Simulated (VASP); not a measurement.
A run of VASP 6.6.1 is set up as follows.

The input INCAR:

```
PREC = Accurate
ENCUT = 520
EDIFF = 1E-6
ISMEAR = 0
SIGMA = 0.01
LREAL = F
LASPH = T
NELM = 100
ALGO = Normal
ISIF = 2
LWAVE = F
LCHARG = F
GGA = PE
NBANDS = 24
```

The input KPOINTS:

```
regular mesh
0
Gamma
  6 6 4
```

File POSCAR:

```
KI
1.0
    4.9203381273      0.0000000000      0.0000000000
   -2.4601690636      4.2611378134      0.0000000000
    0.0000000000      0.0000000000      8.5807105697
K I
2 2
Direct
    0.0000000000      0.0000000000      0.0000000000
    0.0000000000      0.0000000000      0.5000000000
    0.3333333333      0.6666666667      0.2500000000
    0.6666666667      0.3333333333      0.7500000000
```

Potentials or basis: VASP PAW PBE potentials, release 64 (K_sv, I).

Launch:

```bash
$ cat potpaw_PBE.64/K_sv/POTCAR potpaw_PBE.64/I/POTCAR > POTCAR
$ mpirun -np 1 vasp_std > vasp.out
```

Q: What does it give for the band gap on the k mesh?

A: 3.85 eV, direct.

Q: Estimate the pressure.

A: 0.4 GPa.

Caveat: spin-orbit coupling is left out, which moves the levels of the heavy elements. A k mesh can miss the band edges.
